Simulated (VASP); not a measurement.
# Zr (Im-3m) in VASP: a series of runs, part 2 of 2

VASP 6.6.1.

### Step 3. Single point, PBE (volume scaled by 0.96)

INCAR

```
SYSTEM = Zr
PREC = Accurate
ENCUT = 520
EDIFF = 1E-7
ISMEAR = -1
SIGMA = 0.05
LREAL = .False.
LASPH = .True.
NELM = 60
ALGO = Normal
ISIF = 2
LWAVE = .False.
LCHARG = .False.
GGA = PE
NBANDS = 12
```

KPOINTS

```
regular mesh
0
Gamma
  10 10 10
  0 0 0
```

POSCAR

```
Zr
1.0
   -1.7855375418      1.7855375418      1.7855375418
    1.7855375418     -1.7855375418      1.7855375418
    1.7855375418      1.7855375418     -1.7855375418
Zr
1
Direct
    0.0000000000      0.0000000000      0.0000000000
```

Potentials or basis: VASP PAW PBE potentials, release 64 (Zr_sv).

On the command line:

```bash
$ cat potpaw_PBE.64/Zr_sv/POTCAR > POTCAR
$ mpirun -np 1 vasp_std > vasp.out
```

OUTCAR:

```text
SYSTEM = Zr
   PREC = Accurate
   ENCUT = 520
   EDIFF = 1E-7
   ISMEAR = -1
   LREAL = .False.
   LASPH = .True.
   NELM = 60
   ISIF = 2
   GGA = PE

 ion  position               nearest neighbor table
   1  0.000  0.000  0.000-

  LATTYP: Found a body centered cubic cell.
 ALAT       =     3.5710750836

  Lattice vectors:

 A1 = (  -1.7855375418,   1.7855375418,   1.7855375418)
 A2 = (   1.7855375418,  -1.7855375418,   1.7855375418)
 A3 = (   1.7855375418,   1.7855375418,  -1.7855375418)

Analysis of symmetry for initial positions (statically):
=====================================================================
 Subroutine PRICEL returns:
 Original cell was already a primitive cell.

 Routine SETGRP: Setting up the symmetry group for a
 body centered cubic supercell.

 Subroutine GETGRP returns: Found 48 space group operations
 (whereof 48 operations were pure point group operations)
 out of a pool of 48 trial point group operations.

The static configuration has the point symmetry O_h .

Analysis of symmetry for dynamics (positions and initial velocities):
=====================================================================
 Subroutine PRICEL returns:
 Original cell was already a primitive cell.

 Routine SETGRP: Setting up the symmetry group for a
 body centered cubic supercell.

 Subroutine GETGRP returns: Found 48 space group operations
 (whereof 48 operations were pure point group operations)
 out of a pool of 48 trial point group operations.

The dynamic configuration has the point symmetry O_h .

 Subroutine INISYM returns: Found 48 space group operations
 (whereof 48 operations are pure point group operations),
 and found     1 'primitive' translations

----------------------------------------------------------------------------------------

                                     Primitive cell

  volume of cell :      22.7702

  direct lattice vectors                    reciprocal lattice vectors
    -1.785537542  1.785537542  1.785537542     0.000000000  0.280027716  0.280027716
     1.785537542 -1.785537542  1.785537542     0.280027716  0.000000000  0.280027716
     1.785537542  1.785537542 -1.785537542     0.280027716  0.280027716  0.000000000

  length of vectors
     3.092641741  3.092641741  3.092641741     0.396018994  0.396018994  0.396018994

  position of ions in fractional coordinates (direct lattice)
     0.000000000  0.000000000  0.000000000

  ion indices of the primitive-cell ions
   primitive index   ion index
                 1           1

----------------------------------------------------------------------------------------

 KPOINTS: regular mesh

Automatic generation of k-mesh.
 Grid dimensions read from file:
 generate k-points for:   10   10   10

 Generating k-lattice:

  Cartesian coordinates                     Fractional coordinates (reciprocal lattice)
     0.000000000  0.028002772  0.028002772     0.100000000  0.000000000  0.000000000
     0.028002772  0.000000000  0.028002772     0.000000000  0.100000000  0.000000000
     0.028002772  0.028002772  0.000000000     0.000000000  0.000000000  0.100000000

  Length of vectors
     0.039601899  0.039601899  0.039601899

  Shift w.r.t. Gamma in fractional coordinates (k-lattice)
     0.000000000  0.000000000  0.000000000

 Subroutine IBZKPT returns following result:
 ===========================================

 Found     47 irreducible k-points:

 Following reciprocal coordinates:
            Coordinates               Weight
  0.000000  0.000000  0.000000      1.000000
  0.100000  0.000000  0.000000     12.000000
  0.200000  0.000000  0.000000     12.000000
  0.300000  0.000000  0.000000     12.000000
  0.400000  0.000000  0.000000     12.000000
  0.500000  0.000000  0.000000      6.000000
[... 16 lines left out ...]
  0.300000  0.300000  0.100000      8.000000
 -0.300000  0.300000  0.100000     24.000000
 [... further k-points ...]
   k-points           NKPTS =     47   k-points in BZ     NKDIM =     47   number of bands    NBANDS=     12
   number of dos      NEDOS =    301   number of ions     NIONS =      1
   total plane-waves  NPLWV =  13824
   dimension x,y,z NGX =    24 NGY =   24 NGZ =   24
   dimension x,y,z NGXF=    48 NGYF=   48 NGZF=   48
   ions per type =               1
   NGX,Y,Z   is equivalent  to a cutoff of  12.90, 12.90, 12.90 a.u.
   NGXF,Y,Z  is equivalent  to a cutoff of  25.80, 25.80, 25.80 a.u.
 SYSTEM =  Zr
   PREC   = accura    normal or accurate (medium, high low for compatibility)
   ISTART =      0    job   : 0-new  1-cont  2-samecut
   ICHARG =      2    charge: 1-file 2-atom 10-const
   ISPIN  =      1    spin polarized calculation?
   LNONCOLLINEAR =      F non collinear calculations
   LSORBIT =      F    spin-orbit coupling
   LASPH  =      T    aspherical Exc in radial PAW
   ENCUT  =  520.0 eV  38.22 Ry    6.18 a.u.   5.75  5.75  5.75*2*pi/ulx,y,z
   NELM   =     60;   NELMIN=  2; NELMDL= -5     # of ELM steps
   EDIFF  = 0.1E-06   stopping-criterion for ELM
   LREAL  =      F    real-space projection
   EDIFFG = 0.1E-05   stopping-criterion for IOM
   NSW    =      0    number of steps for IOM
   IBRION =     -1    ionic relax: 0-MD 1-quasi-New 2-CG
   NFREE  =      0    steps in history (QN), initial steepest desc. (CG)
   ISIF   =      2    stress and relaxation
   ISYM   =      2    0-nonsym 1-usesym 2-fastsym
   POTIM  = 0.5000    time-step for ionic-motion
   TEBEG  =    0.0;   TEEND  =   0.0 temperature during run
   PSTRESS=    0.0 pullay stress
   NELECT =      12.0000    total number of electrons
   NUPDOWN=      -1.0000    fix difference up-down
   EMIN   =  10.00;   EMAX   =-10.00  energy-range for DOS
   EFERMI =   0.00;   METHOD = LEGACY
   ISMEAR =    -1;   SIGMA  =   0.05  broadening in eV -4-tet -1-fermi 0-gaus
   EFERMI_NEDOS =   21; number of points for ismear=-14 and -15
   IALGO  =     38    algorithm
   IMIX   =      4    mixing-type and parameters
     AMIX     =   0.40;   BMIX     =  1.00
     AMIX_MAG =   1.60;   BMIX_MAG =  1.00
  volume/ion in A,a.u.               =      22.77       153.66
  Fermi-wavevector in a.u.,A,eV,Ry     =   1.322350  2.498878 23.791260  1.748608
  Thomas-Fermi vector in A             =   2.452037
   LORBIT       =      0    0 simple, 1 ext, 2 COOP (PROOUT), +10 PAW based schemes
   GGA     = PE    functional components
   LHFCALC =     F    Hartree Fock is set to
   AEXX    =    0.0000 exact exchange contribution
   IVDW    =     0    specifies the selected vdW correction
   LEPSILON=     F    determine dielectric tensor
   LRPA    =     F    only Hartree local field effects (RPA)
 non-spin polarized calculation
  energy-cutoff  :      520.00
  volume of cell :       22.77
 maximum number of plane-waves:       629
   NGX = 11   NGY = 11   NGZ = 11

 number of electron      12.0000000 magnetization

 Free energy of the ion-electron system (eV)
  ---------------------------------------------------
  ext. energy  EPLUGINS =         0.00000000
  ---------------------------------------------------
  free energy    TOTEN  =        -8.44722310 eV

  energy without entropy =       -8.43226533  energy(sigma->0) =       -8.43974421

 E-fermi :   9.0029     XC(G=0): -11.1758

 val. band max:        8.9601576829   @ k =   0.2000   0.2000   0.0000
 cond. band min:       9.0256237202   @ k =   0.2000   0.1000   0.0000
 fundamental gap:      0.0654660373
 Fermi energy:         9.0029454073

 k-point     1 :       0.0000    0.0000    0.0000
  band No.  band energies     occupation
      1     -39.4792      2.00000
      2     -16.9611      2.00000
      3     -16.9611      2.00000
      4     -16.9611      2.00000
      5       3.5553      2.00000
      6      10.0988      0.00000
      7      10.0988      0.00000
      8      10.0988      0.00000
      9      12.6288      0.00000
     10      12.6288      0.00000
     11      21.4200      0.00000
     12      21.4200      0.00000

 k-point     2 :       0.1000    0.0000    0.0000
  band No.  band energies     occupation
      1     -39.4636      2.00000
      2     -17.0670      2.00000
      3     -16.9933      2.00000
      4     -16.9619      2.00000
      5       3.8992      2.00000
      6       9.8721      0.00000
      7      10.0081      0.00000
      8      10.4356      0.00000
      9      12.3136      0.00000
     10      12.6282      0.00000
     11      21.7052      0.00000
     12      22.0412      0.00000
[... 316 lines left out ...]
 k-point    24 :      -0.3000    0.3000    0.1000
  band No.  band energies     occupation
      1     -39.3585      2.00000
      2     -17.6408      2.00000
      3     -17.2137      2.00000
      4     -17.0434      2.00000
      5       6.0588      2.00000
      6       9.1170      0.18536
      7       9.1424      0.11574
      8      11.4981      0.00000
      9      12.7735      0.00000
     10      13.4215      0.00000
     11      20.9708      0.00000
     12      22.7579      0.00000

 [... further k-points ...]
[... 5 lines left out ...]
  --------------------------------------------------------------------------------------
  -------------------------------------------------------------------------------------
  Total       -0.0185116     -0.0185116     -0.0185116      0.0000000     -0.0000000      0.0000000
  in kB       -1.3025271     -1.3025271     -1.3025271      0.0000000     -0.0000000      0.0000000
  external PRESSURE =      -1.3025271 kB  Pullay stress =       0.0000000 kB

 VOLUME and BASIS-vectors are now :
 -----------------------------------------------------------------------------
  energy-cutoff  :      520.00
  volume of cell :       22.77
      direct lattice vectors                 reciprocal lattice vectors
    -1.785537542  1.785537542  1.785537542     0.000000000  0.280027716  0.280027716
     1.785537542 -1.785537542  1.785537542     0.280027716  0.000000000  0.280027716
     1.785537542  1.785537542 -1.785537542     0.280027716  0.280027716  0.000000000

 POSITION                                       TOTAL-FORCE (eV/Angst)
 -----------------------------------------------------------------------------------
      0.00000      0.00000      0.00000        -0.000000     -0.000000      0.000000
 -----------------------------------------------------------------------------------
    total drift:                                0.000000      0.000000     -0.000000

  FREE ENERGIE OF THE ION-ELECTRON SYSTEM (eV)
  ---------------------------------------------------
  free  energy   TOTEN  =        -8.4472230977 eV

  energy  without entropy=       -8.4322653315  energy(sigma->0) =       -8.43974421
```

OSZICAR:

```text
N       E                     dE             d eps       ncg     rms          rms(c)
DAV:   1     0.846579886148E+02    0.84658E+02   -0.70244E+03  1128   0.100E+03
DAV:   2    -0.575466535859E+01   -0.90413E+02   -0.87812E+02  1300   0.265E+02
DAV:   3    -0.870536913861E+01   -0.29507E+01   -0.29098E+01  1736   0.406E+01
DAV:   4    -0.875899452752E+01   -0.53625E-01   -0.53556E-01  1256   0.534E+00
DAV:   5    -0.876087022839E+01   -0.18757E-02   -0.18756E-02  1636   0.606E-01    0.106E+01
DAV:   6    -0.849131126814E+01    0.26956E+00   -0.36137E-01  1240   0.555E+00    0.428E+00
DAV:   7    -0.844423668731E+01    0.47075E-01   -0.18553E-01  1384   0.378E+00    0.661E-01
DAV:   8    -0.844723465822E+01   -0.29980E-02   -0.11075E-02  1288   0.121E+00    0.980E-02
DAV:   9    -0.844723181219E+01    0.28460E-05   -0.41861E-04  1464   0.176E-01    0.247E-02
DAV:  10    -0.844722685972E+01    0.49525E-05   -0.15200E-05  1360   0.404E-02    0.652E-03
DAV:  11    -0.844722325280E+01    0.36069E-05   -0.17335E-06  1612   0.113E-02    0.239E-03
DAV:  12    -0.844722309180E+01    0.16101E-06   -0.21177E-08   880   0.159E-03    0.982E-04
DAV:  13    -0.844722309768E+01   -0.58812E-08   -0.84071E-09   668   0.123E-03
   1 F= -.84472231E+01 E0= -.84397442E+01  d E =-.149578E-01
```

stdout:

```text
POSCAR found type information on POSCAR Zr
 POSCAR found :  1 types and       1 ions
 scaLAPACK will be used
 LDA part: xc-table for (Slater+PW92), standard interpolation
 POSCAR, INCAR and KPOINTS ok, starting setup
 FFT: planning ... GRIDC
 FFT: planning ... GRID_SOFT
 FFT: planning ... GRID
 WAVECAR not read
 entering main loop
```

It took 6 s on 1 thread of Intel Xeon 6975P-C (Granite Rapids), shared host; peak memory 0.14 GiB.

Results:

| Item | Value |
| --- | --- |
| Free energy | -8.4472 eV |
| Pressure | -0.1 GPa |
| Band gap on the k mesh | zero (band 6 reaches 10.10 eV, above the bottom of band 7 at 8.33 eV) |
